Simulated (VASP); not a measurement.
K3S3Br: single point with PBE

K3S3Br:

```
CELL_PARAMETERS angstrom
6.10524 0.00000 0.00000
0.00000 6.10524 0.00000
0.00000 0.00000 6.10524
ATOMIC_POSITIONS crystal
K 0.00000 0.00000 0.50000
K 0.50000 0.00000 0.00000
K 0.00000 0.50000 0.00000
S 0.00000 0.50000 0.50000
S 0.50000 0.00000 0.50000
S 0.50000 0.50000 0.00000
Br 0.50000 0.50000 0.50000
```

The cell was generated, and may not be a known phase.

| Property | Result |
| --- | --- |
| Program | VASP 6.6.1 |
| Task | single point |
| Functional | PBE |
| Potentials or basis | VASP PAW PBE potentials, release 64 (K_sv, S, Br) |
| Cutoff | 520 eV |
| k mesh | 6 × 6 × 6 |
| Occupations | gaussian, width 0.1 eV |
| Spin | no spin polarisation |

The pressure is 0.0 GPa and the band gap on the k mesh is zero (bands 26 and 27 overlap by 1.81 eV).

Levels at points of the mesh, in eV from the Fermi level:
```csv
k point,band 24,band 25,band 26,band 27,band 28,band 29
"(0.00, 0.00, 0.00)",-0.20,-0.20,1.39,1.39,1.39,2.26
"(0.50, 0.00, 0.00)",-0.40,-0.28,-0.28,1.37,1.37,3.16
"(0.50, 0.50, 0.00)",-0.53,-0.44,-0.44,-0.38,1.35,3.65
"(0.50, 0.50, 0.50)",-0.56,-0.56,-0.42,-0.42,-0.42,3.61
```

Wall time 87 s on 1 thread of Intel(R) Xeon(R) 6975P-C (Granite Rapids) (shared host), peak memory 0.39 GiB.
